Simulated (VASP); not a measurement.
# Mg7Zn9O16 (P1) in VASP: notebook, part 2 of 2

VASP 6.6.1. The steps go on from the part before.

## 4. Single point, r2SCAN

Contents of POSCAR:

```
Mg7Zn9O16
1.0
    8.4873680000      0.0000000000      0.0000000000
    0.0000000000      8.4873680000      0.0000000000
    0.0000000000      0.0000000000      8.4873680000
O Zn Mg
32 18 14
Direct
    0.2506840000      0.9999800000      0.0016830000
    0.2517750000      0.9999400000      0.4975840000
    0.2511070000      0.5000030000      0.0014930000
    0.2504500000      0.4998220000      0.4966920000
    0.7496560000      0.9998390000      0.9985630000
    0.7467640000      0.0000800000      0.5023310000
    0.7502720000      0.4998450000      0.9995080000
    0.7496990000      0.5000730000      0.4995660000
    0.0026430000      0.2502940000      0.9990920000
    0.9971900000      0.2526680000      0.4995450000
    0.0026460000      0.7496010000      0.9972450000
    0.9979730000      0.7475390000      0.5015380000
    0.4989760000      0.2499510000      0.9992350000
    0.5020790000      0.2502750000      0.4995800000
    0.4988840000      0.7497390000      0.0007140000
    0.5029180000      0.7497290000      0.4969160000
    0.0020010000      0.0018760000      0.2502010000
    0.9976890000      0.9998500000      0.7494750000
    0.0028230000      0.4979350000      0.2518780000
    0.0004570000      0.4997300000      0.7469150000
    0.4974490000      0.9977600000      0.2521330000
    0.5016050000      0.9997450000      0.7476350000
    0.4980760000      0.5020500000      0.2521220000
    0.5000900000      0.4999600000      0.7475340000
    0.2471030000      0.2494260000      0.2459350000
    0.2478870000      0.2495880000      0.7513050000
    0.2527520000      0.7500660000      0.2459870000
    0.2482980000      0.7501680000      0.7512330000
    0.7521380000      0.2498350000      0.2511620000
    0.7526410000      0.2473120000      0.7476630000
    0.7491220000      0.7502870000      0.2508540000
    0.7531210000      0.7525040000      0.7477850000
    0.0004050000      0.9999790000      0.9996840000
    0.9990570000      0.0001970000      0.5000470000
    0.0007390000      0.4997840000      0.9995510000
    0.4999420000      0.9997470000      0.0000710000
    0.5005770000      0.5000320000      0.9995770000
    0.2492680000      0.2500630000      0.4987290000
    0.2506260000      0.7498690000      0.4985930000
    0.7503500000      0.2500160000      0.9993020000
    0.7508480000      0.7497990000      0.9992000000
    0.2499230000      0.9998940000      0.7495220000
    0.2501900000      0.4998930000      0.7493570000
    0.7495800000      0.9999460000      0.2501460000
    0.7501960000      0.4999370000      0.2499390000
    0.7506860000      0.4999730000      0.7491280000
    0.0008420000      0.7497510000      0.2492330000
    0.4996390000      0.2499150000      0.2495090000
    0.5005050000      0.2498200000      0.7493050000
    0.5008300000      0.7499750000      0.7489270000
    0.0005780000      0.5002920000      0.4992510000
    0.4990210000      0.0001920000      0.5001040000
    0.4997170000      0.4997500000      0.5002020000
    0.2513750000      0.2497940000      0.9984440000
    0.2508410000      0.7499370000      0.9983100000
    0.7495640000      0.2498520000      0.4993210000
    0.7506100000      0.7502750000      0.4991440000
    0.2494690000      0.9997810000      0.2496770000
    0.2503830000      0.4998840000      0.2488780000
    0.7494090000      0.9998960000      0.7511770000
    0.9992360000      0.2496200000      0.2486700000
    0.0003480000      0.2499380000      0.7496900000
    0.0006940000      0.7500060000      0.7496340000
    0.5013150000      0.7499110000      0.2483730000
```

Contents of INCAR.step1:

```
PREC     = Accurate       # precision mode
ENCUT    = 520            # plane-wave cutoff, eV
ISMEAR   = -1             # smearing method
SIGMA    = 0.05           # smearing width, eV
LREAL    = Auto         
LASPH    = True           # aspherical terms in the spheres
NELM     = 100            # most SCF steps
NBANDS   = 256            # bands
GGA      = PE             # functional
ALGO     = Normal         # electronic algorithm
EDIFF    = 1E-4           # SCF threshold, eV
LWAVE    = True           # write WAVECAR
LCHARG   = False          # write CHGCAR
```

Contents of INCAR.step2:

```
PREC     = Accurate       # precision mode
ENCUT    = 520            # plane-wave cutoff, eV
EDIFF    = 1E-6           # SCF threshold, eV
ISMEAR   = -1             # smearing method
SIGMA    = 0.05           # smearing width, eV
LREAL    = Auto         
LASPH    = True           # aspherical terms in the spheres
NELM     = 100            # most SCF steps
ALGO     = Normal         # electronic algorithm
ISIF     = 2              # what is computed and relaxed
LWAVE    = False          # write WAVECAR
LCHARG   = True           # write CHGCAR
METAGGA  = R2SCAN         # meta-GGA
LMIXTAU  = True         
LELF     = True           # ELF
LVHAR    = True         
NBANDS   = 256            # bands
ISTART   = 1
```

Contents of KPOINTS:

```
regular mesh
0
Gamma
  1 1 1
```

Launch:

```bash
cat potpaw_PBE.64/O/POTCAR potpaw_PBE.64/Zn/POTCAR potpaw_PBE.64/Mg/POTCAR > POTCAR
cp INCAR.step1 INCAR
mpirun -np 1 vasp_gam > vasp.out
cp INCAR.step2 INCAR
mpirun -np 1 vasp_gam > vasp.out
```

It took 14 min on 1 thread of Intel Xeon Platinum 8488C (Sapphire Rapids), shared host; peak memory 0.67 GiB.

Results (log left out):

| Quantity | Value |
| --- | --- |
| Free energy | -549.0293 eV |
| Pressure | 0.1 GPa |
| Largest force | 0.194 eV/Å |
| Band gap on the k mesh | 2.59 eV |

Forces in eV/Å, atoms in the order of the input:
```
O    0.015 -0.009  0.080
O    0.122  0.005 -0.111
O   -0.005 -0.013  0.104
O    0.027  0.006 -0.104
O   -0.014  0.011 -0.111
O   -0.093 -0.001  0.076
O   -0.008  0.002 -0.004
O   -0.011 -0.005  0.000
O    0.080  0.010 -0.023
O   -0.086  0.092  0.003
O    0.103 -0.022 -0.093
O   -0.090 -0.096  0.086
O   -0.111  0.011  0.019
O    0.094  0.007 -0.025
O   -0.100 -0.003  0.099
O    0.091 -0.015 -0.080
O    0.095  0.069  0.018
O   -0.071  0.022 -0.029
O    0.106 -0.091  0.106
O    0.017  0.006 -0.111
O   -0.092 -0.084  0.123
O    0.105 -0.016 -0.127
O   -0.129  0.083  0.109
O    0.006  0.024 -0.141
O   -0.073  0.014 -0.083
O   -0.132 -0.020  0.125
O    0.055  0.006 -0.099
O   -0.113  0.019  0.120
O    0.103 -0.038  0.083
O    0.137 -0.111 -0.080
O   -0.078  0.015  0.091
O    0.091  0.111 -0.099
Zn   0.012  0.009 -0.005
Zn  -0.012  0.006  0.006
Zn   0.020 -0.005  0.011
Zn  -0.017 -0.008  0.008
Zn  -0.043  0.011  0.034
Zn  -0.006  0.005 -0.014
Zn   0.004 -0.007 -0.011
Zn   0.016 -0.012 -0.008
Zn  -0.013  0.012 -0.008
Zn  -0.007  0.002  0.021
Zn  -0.024  0.002  0.015
Zn  -0.008  0.003  0.029
Zn  -0.003  0.001  0.034
Zn   0.007 -0.001 -0.022
Zn   0.011 -0.012  0.016
Zn  -0.017  0.001  0.020
Zn   0.010 -0.010 -0.002
Zn   0.010  0.011 -0.007
Mg  -0.022 -0.018 -0.006
Mg   0.041 -0.023 -0.026
Mg   0.020  0.024 -0.045
Mg  -0.033  0.005  0.029
Mg   0.000  0.000  0.031
Mg   0.024 -0.005  0.024
Mg  -0.019  0.003  0.025
Mg   0.028  0.001 -0.021
Mg   0.005 -0.002 -0.009
Mg   0.019  0.000 -0.059
Mg   0.037  0.024  0.021
Mg  -0.024 -0.002 -0.014
Mg  -0.023 -0.002 -0.017
Mg  -0.036 -0.001  0.031
```

Stress tensor (GPa, compression positive):
```
 0.18  0.00  0.17
 0.00 -0.12  0.03
 0.17  0.03  0.11
```

Levels at points of the mesh, in eV from the valence-band top:
```tsv
k point	band 214	band 215	band 216	band 217	band 218	band 219	band 220	band 221	band 222	band 223
(0.00, 0.00, 0.00)	-0.36	-0.27	-0.24	-0.14	0.00	2.59	5.43	5.61	5.76	5.87
```

Caveat: the k points lie up to 0.74 Å⁻¹ apart; the PAW data sets were made with another functional, which shifts forces and pressure a little. r2SCAN opens gaps a little over a GGA but as a rule still falls short of measured ones.

## 5. Overview

```csv
level,k mesh,grid for exact exchange (PRECFOCK),screening parameter,gap on the mesh (eV),pressure (GPa),largest force (eV/Å)
HSE06,1 × 1 × 1,Fast,0.2079 1/Å,3.74,0.5,0.18
PBEsol,"1 × 1 × 1, shifted",-,-,3.19,0.4,0.09
r2SCAN,1 × 1 × 1,-,-,2.59,0.1,0.19
```

Alike in all rows: task single point; potentials or basis VASP PAW PBE potentials, release 64 (O, Zn, Mg); no spin polarisation; cell as given; cutoff (eV) 520; smearing fermi-dirac 0.05 eV.

Caveats: all runs use coarse meshes; the PAW data sets were made with another functional, which shifts forces and pressure a little.

Absolute energies hang on the potentials; compare differences alone.
